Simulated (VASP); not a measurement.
# Be2ZnTe2O (P-3m1) in VASP: further runs, part 2 of 2

VASP 6.6.1. Earlier steps stand in the parts before.

**3. Single point, PBE**

This run uses another cell than the first one, of 20.42 Å³/atom.

Input file INCAR:

```
SYSTEM = Be2ZnTe2O
PREC = Accurate
ENCUT = 520
EDIFF = 1E-6
ISMEAR = 0
SIGMA = 0.1
LREAL = .False.
LASPH = .True.
NELM = 100
ALGO = Normal
ISIF = 2
LWAVE = .False.
LCHARG = .False.
GGA = PE
NBANDS = 26
```

Input file KPOINTS:

```
Automatic mesh
0
Gamma
  6 6 2
  0 0 0
```

Input file POSCAR:

```
Be2ZnTe2O
1.0
    3.7126443839      0.0000000000      0.0000000000
   -1.8563221920      3.2152443517      0.0000000000
    0.0000000000      0.0000000000     10.2624590710
Be Zn Te O
2 1 2 1
Direct
    0.3333333333      0.6666666667      0.3667015094
    0.6666666667      0.3333333333      0.6332984906
    0.0000000000      0.0000000000      0.0000000000
    0.0000000000      0.0000000000      0.2579068508
    0.0000000000      0.0000000000      0.7420931492
    0.0000000000      0.0000000000      0.5000000000
```

Potentials or basis: VASP PAW PBE potentials, release 64 (Be, Zn, Te, O).

Command:

```bash
> cat potpaw_PBE.64/Be/POTCAR potpaw_PBE.64/Zn/POTCAR potpaw_PBE.64/Te/POTCAR potpaw_PBE.64/O/POTCAR > POTCAR
> mpirun -np 1 vasp_std > vasp.out
```

OUTCAR:

```text
SYSTEM = Be2ZnTe2O
   PREC = Accurate
   ENCUT = 520
   EDIFF = 1E-6
   ISMEAR = 0
   LREAL = .False.
   LASPH = .True.
   NELM = 100
   ISIF = 2
   GGA = PE

 ion  position               nearest neighbor table
   1  0.333  0.667  0.367-   4 2.42   4 2.42   4 2.42
   2  0.667  0.333  0.633-   5 2.42   5 2.42   5 2.42
   3  0.000  0.000  0.000-   4 2.65   5 2.65
   4  0.000  0.000  0.258-   1 2.42   1 2.42   1 2.42   6 2.48   3 2.65
   5  0.000  0.000  0.742-   2 2.42   2 2.42   2 2.42   6 2.48   3 2.65
   6  0.000  0.000  0.500-   4 2.48   5 2.48

  LATTYP: Found a hexagonal cell.
 ALAT       =     3.7126443839
 C/A-ratio  =     2.7641912367

  Lattice vectors:

 A1 = (   3.7126443839,   0.0000000000,   0.0000000000)
 A2 = (  -1.8563221920,   3.2152443517,   0.0000000000)
 A3 = (   0.0000000000,   0.0000000000,  10.2624590710)

Analysis of symmetry for initial positions (statically):
=====================================================================
 Subroutine PRICEL returns:
 Original cell was already a primitive cell.

 Routine SETGRP: Setting up the symmetry group for a
 hexagonal supercell.
[... 168 lines left out ...]
 cond. band min:       4.7095466077   @ k =   0.1667   0.1667   0.0000
 fundamental gap:      0.1767155295
 Fermi energy:         4.5506464323

 k-point     1 :       0.0000    0.0000    0.0000
  band No.  band energies     occupation
      1     -12.9857      2.00000
      2      -8.2164      2.00000
      3      -7.9273      2.00000
      4      -3.1705      2.00000
      5      -3.0370      2.00000
      6      -3.0370      2.00000
[... 395 lines left out ...]
     25      10.7572      0.00000
     26      11.3267      0.00000

------------------------ aborting loop because EDIFF is reached ----------------------------------------

  FORCE on cell =-STRESS in cart. coord.  units (eV):
  Direction    XX          YY          ZZ          XY          YZ          ZX
  --------------------------------------------------------------------------------------
  -------------------------------------------------------------------------------------
  Total        0.0176867      0.0176867      0.0936241     -0.0000000      0.0000000     -0.0000000
  in kB        0.2313173      0.2313173      1.2244736     -0.0000000      0.0000000     -0.0000000
  external PRESSURE =       0.5623694 kB  Pullay stress =       0.0000000 kB

 VOLUME and BASIS-vectors are now :
 -----------------------------------------------------------------------------
  energy-cutoff  :      520.00
  volume of cell :      122.50
      direct lattice vectors                 reciprocal lattice vectors
     3.712644384  0.000000000  0.000000000     0.269349794  0.155509176  0.000000000
    -1.856322192  3.215244352  0.000000000     0.000000000  0.311018352  0.000000000
     0.000000000  0.000000000 10.262459071     0.000000000  0.000000000  0.097442532

 POSITION                                       TOTAL-FORCE (eV/Angst)
 -----------------------------------------------------------------------------------
     -0.00000      2.14350      3.76326        -0.000000      0.000000      0.022738
      1.85632      1.07175      6.49920         0.000000      0.000000     -0.022738
      0.00000      0.00000      0.00000         0.000000      0.000000      0.000000
      0.00000      0.00000      2.64676         0.000000      0.000000     -0.011857
      0.00000      0.00000      7.61570        -0.000000     -0.000000      0.011857
      0.00000      0.00000      5.13123        -0.000000      0.000000      0.000000
 -----------------------------------------------------------------------------------
    total drift:                               -0.000000      0.000000      0.000000

  FREE ENERGIE OF THE ION-ELECTRON SYSTEM (eV)
  ---------------------------------------------------
  free  energy   TOTEN  =       -18.9409823788 eV

  energy  without entropy=      -18.9250685043  energy(sigma->0) =      -18.93302544
```

OSZICAR:

```text
N       E                     dE             d eps       ncg     rms          rms(c)
DAV:   1     0.201519417080E+03    0.20152E+03   -0.14556E+04   728   0.124E+03
DAV:   2     0.376161083497E+01   -0.19776E+03   -0.18418E+03   794   0.271E+02
DAV:   3    -0.211815598697E+02   -0.24943E+02   -0.23884E+02   930   0.938E+01
DAV:   4    -0.219457693017E+02   -0.76421E+00   -0.76043E+00   856   0.165E+01
DAV:   5    -0.219583490550E+02   -0.12580E-01   -0.12571E-01   966   0.222E+00    0.122E+01
DAV:   6    -0.199897169133E+02    0.19686E+01   -0.12735E+01  1054   0.476E+01    0.119E+01
DAV:   7    -0.190929878148E+02    0.89673E+00   -0.93336E+00   906   0.132E+01    0.479E+00
DAV:   8    -0.189566292483E+02    0.13636E+00   -0.12564E+00   870   0.733E+00    0.153E+00
DAV:   9    -0.189538740696E+02    0.27552E-02   -0.13105E-01   814   0.201E+00    0.900E-01
DAV:  10    -0.189432729645E+02    0.10601E-01   -0.15753E-02   936   0.810E-01    0.485E-01
DAV:  11    -0.189410898268E+02    0.21831E-02   -0.73390E-03   936   0.535E-01    0.146E-01
DAV:  12    -0.189410564607E+02    0.33366E-04   -0.16997E-03   854   0.283E-01    0.894E-02
DAV:  13    -0.189410042952E+02    0.52165E-04   -0.13766E-04   870   0.745E-02    0.469E-02
DAV:  14    -0.189409828083E+02    0.21487E-04   -0.66579E-05   916   0.497E-02    0.169E-02
DAV:  15    -0.189409825651E+02    0.24320E-06   -0.14750E-05   780   0.234E-02    0.109E-02
DAV:  16    -0.189409823788E+02    0.18630E-06   -0.11027E-06   460   0.560E-03
   1 F= -.18940982E+02 E0= -.18933025E+02  d E =-.159139E-01
```

stdout:

```text
POSCAR found type information on POSCAR BeZnTeO
 POSCAR found :  4 types and       6 ions
 scaLAPACK will be used
 LDA part: xc-table for (Slater+PW92), standard interpolation
 POSCAR, INCAR and KPOINTS ok, starting setup
 FFT: planning ... GRIDC
 FFT: planning ... GRID_SOFT
 FFT: planning ... GRID
 WAVECAR not read
 entering main loop
```

Run time: 24 s. Hardware: 1 thread of Intel Xeon 6975P-C (Granite Rapids), shared host; peak memory 0.26 GiB.

What came out:

```
Free energy            : -18.9410 eV
Pressure               : 0.1 GPa
Largest force          : 0.023 eV/Å
Band gap on the k mesh : zero (bands 17 and 18 overlap by 0.79 eV)
```

Forces in eV/Å, atoms in the order of the input:
```
Be   0.000  0.000  0.023
Be   0.000  0.000 -0.023
Zn   0.000  0.000  0.000
Te   0.000  0.000 -0.012
Te   0.000  0.000  0.012
O    0.000  0.000  0.000
```

Stress tensor (GPa, compression positive):
```
0.02 0.00 0.00
0.00 0.02 0.00
0.00 0.00 0.12
```

Caveat: semilocal functionals underestimate gaps, so a narrow gap can read as zero; spin-orbit coupling is left out, which moves the levels of the heavy elements.
